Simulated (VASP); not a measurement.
# BaTiO3 (R3m) in VASP: single point with r2SCAN

Aim: the single point of BaTiO3 with r2SCAN.

All numbers are computed with VASP 6.6.1; they aren't measurements. Logs are shortened: lines on timing, memory, paths and dates and some standing lists are left out, and cuts for length are marked.

## (1) The cell of the first run

The structure is trigonal, space group R3m (No. 160). Conventional cell: a = 5.687 Å, b = 5.687 Å, c = 6.995 Å, α = 90.00°, β = 90.00°, γ = 120.00°. Ba (site symmetry 3m) has 12 O at 2.80 to 2.90 Å and 8 Ti at 3.39 to 3.61 Å within 3.7 Å. Within 2.5 Å of Ti (site symmetry 3m) lie 6 O at 1.89 to 2.15 Å. O (site symmetry m) has 2 Ti at 1.89 to 2.15 Å within 2.5 Å. Within 2.5 Å of O (site symmetry m) lie 2 Ti at 1.89 to 2.15 Å.

## (2) Single point, r2SCAN

File POSCAR:

```
BaTiO3
1.0
    8.0538022000      0.0000000000      0.0000000000
    0.0114545700      4.0268809900      0.0000000000
    0.0114545700      0.0114244000      4.0268709300
Ba Ti O
2 2 6
Direct
    0.0000000000      0.0000000000      0.0000000000
    0.5000000000      0.0000000000      0.0000000000
    0.2422500000      0.4845000000      0.4845000000
    0.7422500000      0.4845000000      0.4845000000
    0.2543000000      0.5086000000      0.0175000000
    0.7543000000      0.5086000000      0.0175000000
    0.0087500000      0.5086000000      0.5086000000
    0.5087500000      0.5086000000      0.5086000000
    0.2543000000      0.0175000000      0.5086000000
    0.7543000000      0.0175000000      0.5086000000
```

File INCAR.step1:

```
ALGO = Normal ; EDIFF = 1E-4
ENCUT = 520 ; GGA = PE
ISMEAR = -1 ; LASPH = True
LCHARG = False ; LREAL = False
LWAVE = True ; NBANDS = 51
NELM = 100 ; PREC = Accurate
SIGMA = 0.031
```

File INCAR.step2:

```
ALGO = Normal ; EDIFF = 1E-7
ENCUT = 520 ; ISIF = 2
ISMEAR = -1 ; ISTART = 1
LASPH = True ; LCHARG = True
LELF = True ; LMIXTAU = True
LREAL = False ; LVHAR = True
LWAVE = False ; METAGGA = R2SCAN
NBANDS = 51 ; NELM = 100
PREC = Accurate ; SIGMA = 0.031
```

File KPOINTS:

```
k-points
0
Gamma
  3 6 6
```

Potentials or basis: VASP PAW PBE potentials, release 64 (Ba_sv, Ti_sv, O).

Launch:

```sh
$ cat potpaw_PBE.64/Ba_sv/POTCAR potpaw_PBE.64/Ti_sv/POTCAR potpaw_PBE.64/O/POTCAR > POTCAR
$ cp INCAR.step1 INCAR
$ mpirun -np 1 vasp_std > vasp.out
$ cp INCAR.step2 INCAR
$ mpirun -np 1 vasp_std > vasp.out
```

OUTCAR:

```text
EDIFF = 1E-7
   ENCUT = 520
   ISIF = 2
   ISMEAR = -1
   ISTART = 1
   LASPH = True
   LREAL = False
   METAGGA = R2SCAN
   NELM = 100
   PREC = Accurate

 ion  position               nearest neighbor table
   1  0.000  0.000  0.000-   6 2.80   7 2.80  10 2.80   7 2.84   6 2.84   5 2.84   7 2.84   9 2.84
                            10 2.84   5 2.90   7 2.90   9 2.90   3 3.39   3 3.45   3 3.45   4 3.45
   2  0.500  0.000  0.000-   5 2.80   8 2.80   9 2.80   8 2.84   5 2.84   6 2.84   8 2.84  10 2.84
                             9 2.84   6 2.90   8 2.90  10 2.90   4 3.39   4 3.45   4 3.45   3 3.45
   3  0.242  0.484  0.484-   9 1.89   7 1.89   5 1.89   9 2.15   8 2.15   5 2.15   1 3.39   1 3.45
                             1 3.45   2 3.45   2 3.52   2 3.52   1 3.52   2 3.61
   4  0.742  0.484  0.484-  10 1.89   8 1.89   6 1.89  10 2.15   7 2.15   6 2.15   2 3.39   2 3.45
                             2 3.45   1 3.45   1 3.52   1 3.52   2 3.52   1 3.61
   5  0.254  0.509  0.017-   3 1.89   3 2.15   2 2.80   2 2.84   1 2.84   1 2.90
   6  0.754  0.509  0.017-   4 1.89   4 2.15   1 2.80   1 2.84   2 2.84   2 2.90
   7  0.009  0.509  0.509-   3 1.89   4 2.15   1 2.80   1 2.84   1 2.84   1 2.90
   8  0.509  0.509  0.509-   4 1.89   3 2.15   2 2.80   2 2.84   2 2.84   2 2.90
   9  0.254  0.017  0.509-   3 1.89   3 2.15   2 2.80   1 2.84   2 2.84   1 2.90
  10  0.754  0.017  0.509-   4 1.89   4 2.15   1 2.80   2 2.84   1 2.84   2 2.90

  LATTYP: Found a base centered monoclinic cell.
 ALAT       =     5.7029926125
 B/A-ratio  =     0.9971589374
 C/A-ratio  =     1.4122063182
 COS(beta)  =    -0.0040170383

  Lattice vectors:

 A1 = (  -0.0114545700,  -4.0268809900,   0.0000000000)
 A2 = (  -0.0114545700,  -0.0114244000,  -4.0268709300)
 A3 = (   8.0538022000,   0.0000000000,   0.0000000000)

Analysis of symmetry for initial positions (statically):
=====================================================================
 Subroutine PRICEL returns following result:

  LATTYP: Found a trigonal (rhomboedric) cell.
 ALAT       =     4.0269034271
 COS(alpha) =     0.0028445107

  Lattice vectors:

 A1 = (   4.0269011000,   0.0000000000,   0.0000000000)
 A2 = (   0.0114545700,   4.0268809900,   0.0000000000)
 A3 = (   0.0114545700,   0.0114244000,   4.0268709300)

   2 primitive cells build up your supercell.

 Routine SETGRP: Setting up the symmetry group for a
 base centered monoclinic supercell.

 Subroutine GETGRP returns: Found  2 space group operations
 (whereof  2 operations were pure point group operations)
 out of a pool of  4 trial point group operations.

The static configuration has the point symmetry C_1h.

Analysis of symmetry for dynamics (positions and initial velocities):
=====================================================================
 Subroutine PRICEL returns following result:

  LATTYP: Found a trigonal (rhomboedric) cell.
 ALAT       =     4.0269034271
 COS(alpha) =     0.0028445107

  Lattice vectors:

 A1 = (   4.0269011000,   0.0000000000,   0.0000000000)
 A2 = (   0.0114545700,   4.0268809900,   0.0000000000)
 A3 = (   0.0114545700,   0.0114244000,   4.0268709300)

   2 primitive cells build up your supercell.

 Routine SETGRP: Setting up the symmetry group for a
 base centered monoclinic supercell.

 Subroutine GETGRP returns: Found  2 space group operations
 (whereof  2 operations were pure point group operations)
 out of a pool of  4 trial point group operations.

The dynamic configuration has the point symmetry C_1h.

 Subroutine INISYM returns: Found  2 space group operations
 (whereof  2 operations are pure point group operations),
 and found     2 'primitive' translations

----------------------------------------------------------------------------------------

                                     Primitive cell

  volume of cell :      65.2991

  direct lattice vectors                    reciprocal lattice vectors
     4.026901100  0.000000000  0.000000000     0.248329913 -0.000706381 -0.000704379
     0.011454570  4.026880990  0.000000000     0.000000000  0.248331153 -0.000704526
     0.011454570  0.011424400  4.026870930     0.000000000  0.000000000  0.248331774

  length of vectors
[... 48 lines left out ...]
|     classes:                                                                |
|                                                                             |
|        The reciprocal lattice is base-centered monoclinic,                  |
|        whereas your k-lattice is rhombohedral (trigonal).                   |
|                                                                             |
|     Results are often still useful ...                                      |
|                                                                             |
 -----------------------------------------------------------------------------

 Subroutine IBZKPT returns following result:
 ===========================================

 Found     34 irreducible k-points:

 Following reciprocal coordinates:
            Coordinates               Weight
  0.000000  0.000000  0.000000      1.000000
  0.333333  0.000000  0.000000      2.000000
  0.000000  0.166667 -0.000000      4.000000
  0.333333  0.166667  0.000000      4.000000
 -0.333333  0.166667 -0.000000      4.000000
  0.000000  0.333333 -0.000000      4.000000
[... 16 lines left out ...]
  0.000000 -0.166667  0.166667      2.000000
  0.333333 -0.166667  0.166667      4.000000
 [... further k-points ...]
   k-points           NKPTS =     34   k-points in BZ     NKDIM =     34   number of bands    NBANDS=     51
   number of dos      NEDOS =    301   number of ions     NIONS =     10
   total plane-waves  NPLWV =  54000
   dimension x,y,z NGX =    60 NGY =   30 NGZ =   30
   dimension x,y,z NGXF=   120 NGYF=   60 NGZF=   60
   ions per type =               2   2   6
   NGX,Y,Z   is equivalent  to a cutoff of  12.39, 12.39, 12.39 a.u.
   NGXF,Y,Z  is equivalent  to a cutoff of  24.77, 24.77, 24.77 a.u.
 SYSTEM =  unknown system
   PREC   = accura    normal or accurate (medium, high low for compatibility)
   ISTART =      1    job   : 0-new  1-cont  2-samecut
   ICHARG =      0    charge: 1-file 2-atom 10-const
   ISPIN  =      1    spin polarized calculation?
   LNONCOLLINEAR =      F non collinear calculations
   LSORBIT =      F    spin-orbit coupling
   LASPH  =      T    aspherical Exc in radial PAW
   ENCUT  =  520.0 eV  38.22 Ry    6.18 a.u.  14.97  7.49  7.49*2*pi/ulx,y,z
   NELM   =    100;   NELMIN=  2; NELMDL=  0     # of ELM steps
   EDIFF  = 0.1E-06   stopping-criterion for ELM
   LREAL  =      F    real-space projection
   EDIFFG = 0.1E-05   stopping-criterion for IOM
   NSW    =      0    number of steps for IOM
   IBRION =     -1    ionic relax: 0-MD 1-quasi-New 2-CG
   NFREE  =      0    steps in history (QN), initial steepest desc. (CG)
   ISIF   =      2    stress and relaxation
   ISYM   =      2    0-nonsym 1-usesym 2-fastsym
   POTIM  = 0.5000    time-step for ionic-motion
   TEBEG  =    0.0;   TEEND  =   0.0 temperature during run
   PSTRESS=    0.0 pullay stress
   NELECT =      80.0000    total number of electrons
   NUPDOWN=      -1.0000    fix difference up-down
   EMIN   =  10.00;   EMAX   =-10.00  energy-range for DOS
   EFERMI =   0.00;   METHOD = LEGACY
   ISMEAR =    -1;   SIGMA  =   0.03  broadening in eV -4-tet -1-fermi 0-gaus
   EFERMI_NEDOS =   21; number of points for ismear=-14 and -15
   IALGO  =     38    algorithm
   IMIX   =      4    mixing-type and parameters
     AMIX     =   0.40;   BMIX     =  1.00
     AMIX_MAG =   1.60;   BMIX_MAG =  1.00
  volume/ion in A,a.u.               =      13.06        88.13
  Fermi-wavevector in a.u.,A,eV,Ry     =   1.390355  2.627390 26.301242  1.933087
  Thomas-Fermi vector in A             =   2.514298
   LORBIT       =      0    0 simple, 1 ext, 2 COOP (PROOUT), +10 PAW based schemes
   METAGGA = R2SCAN    functional components
   LHFCALC =     F    Hartree Fock is set to
   AEXX    =    0.0000 exact exchange contribution
   IVDW    =     0    specifies the selected vdW correction
   LEPSILON=     F    determine dielectric tensor
   LRPA    =     F    only Hartree local field effects (RPA)
 non-spin polarized calculation
  energy-cutoff  :      520.00
  volume of cell :      130.60
 maximum number of plane-waves:      3549
   NGX = 29   NGY = 15   NGZ = 15

 number of electron      80.0000008 magnetization

 Free energy of the ion-electron system (eV)
  ---------------------------------------------------
  ext. energy  EPLUGINS =         0.00000000
  ---------------------------------------------------
  free energy    TOTEN  =      -148.54190403 eV

  energy without entropy =     -148.54190403  energy(sigma->0) =     -148.54190403

 E-fermi :   3.9967     XC(G=0): -11.7972

 val. band max:        3.3333091989   @ k =   0.0000   0.5000   0.5000
 cond. band min:       6.0600084229   @ k =   0.0000   0.0000   0.0000
 fundamental gap:      2.7266992240
 Fermi energy:         3.9966699318

 k-point     1 :       0.0000    0.0000    0.0000
  band No.  band energies     occupation
      1     -55.2553      2.00000
      2     -55.2543      2.00000
      3     -30.5009      2.00000
      4     -30.4472      2.00000
      5     -30.4468      2.00000
      6     -30.4468      2.00000
[... 1285 lines left out ...]
     50       9.9374      0.00000
     51      10.2665      0.00000

 [... further k-points ...]

------------------------ aborting loop because EDIFF is reached ----------------------------------------

  FORCE on cell =-STRESS in cart. coord.  units (eV):
  Direction    XX          YY          ZZ          XY          YZ          ZX
  --------------------------------------------------------------------------------------
  -------------------------------------------------------------------------------------
  Total        0.6598348      0.6595783      0.6595638      0.0029858      0.0029055      0.0029888
  in kB        8.0948417      8.0916941      8.0915165      0.0366298      0.0356452      0.0366662
  external PRESSURE =       8.0926841 kB  Pullay stress =       0.0000000 kB

 VOLUME and BASIS-vectors are now :
 -----------------------------------------------------------------------------
  energy-cutoff  :      520.00
  volume of cell :      130.60
      direct lattice vectors                 reciprocal lattice vectors
     8.053802200  0.000000000  0.000000000     0.124164957 -0.000353191 -0.000352189
     0.011454570  4.026880990  0.000000000     0.000000000  0.248331153 -0.000704526
     0.011454570  0.011424400  4.026870930     0.000000000  0.000000000  0.248331774

 POSITION                                       TOTAL-FORCE (eV/Angst)
 -----------------------------------------------------------------------------------
      0.00000      0.00000      0.00000        -0.071760     -0.071558     -0.071356
      4.02690      0.00000      0.00000        -0.071760     -0.071558     -0.071356
      1.96213      1.95656      1.95102         0.045622      0.045483      0.045354
      5.98903      1.95656      1.95102         0.045622      0.045483      0.045354
      2.05411      2.04827      0.07047         0.009909      0.009877      0.006282
      6.08101      2.04827      0.07047         0.009909      0.009877      0.006282
      0.08212      2.05388      2.04807         0.006319      0.009888      0.009860
      4.10902      2.05388      2.04807         0.006319      0.009888      0.009860
      2.05411      0.07628      2.04807         0.009909      0.006310      0.009860
      6.08101      0.07628      2.04807         0.009909      0.006310      0.009860
 -----------------------------------------------------------------------------------
    total drift:                               -0.007750     -0.007806     -0.007552

  FREE ENERGIE OF THE ION-ELECTRON SYSTEM (eV)
  ---------------------------------------------------
  free  energy   TOTEN  =      -148.5419040271 eV

  energy  without entropy=     -148.5419040270  energy(sigma->0) =     -148.54190403
```

Run time: 4.9 min. Hardware: 1 thread of Intel Xeon 6975P-C (Granite Rapids), shared host; peak memory 0.36 GiB.

Results:

```
Free energy            : -148.5419 eV
Pressure               : 0.8 GPa
Largest force          : 0.124 eV/Å
Band gap on the k mesh : 2.73 eV
```

Forces on the atoms (eV/Å):
```
Ba  -0.072 -0.072 -0.071
Ba  -0.072 -0.072 -0.071
Ti   0.046  0.045  0.045
Ti   0.046  0.045  0.045
O    0.010  0.010  0.006
O    0.010  0.010  0.006
O    0.006  0.010  0.010
O    0.006  0.010  0.010
O    0.010  0.006  0.010
O    0.010  0.006  0.010
```

Levels at points of the mesh, in eV from the valence-band top:
| k point | band 38 | band 39 | band 40 | band 41 | band 42 | band 43 |
| --- | --- | --- | --- | --- | --- | --- |
| (0.00, 0.00, 0.00) | -0.53 | -0.42 | -0.42 | 2.73 | 2.73 | 2.85 |
| (0.00, 0.50, 0.00) | -0.87 | -0.87 | -0.09 | 2.89 | 4.07 | 4.15 |
| (0.00, 0.50, 0.50) | -0.02 | -0.02 | 0.00 | 4.15 | 4.15 | 4.51 |

Caveat: the PAW data sets were made with another functional, which shifts forces and pressure a little; spin-orbit coupling is left out, which moves the levels of the heavy elements; an odd mesh through Γ misses points on the zone boundary, where band edges can lie.
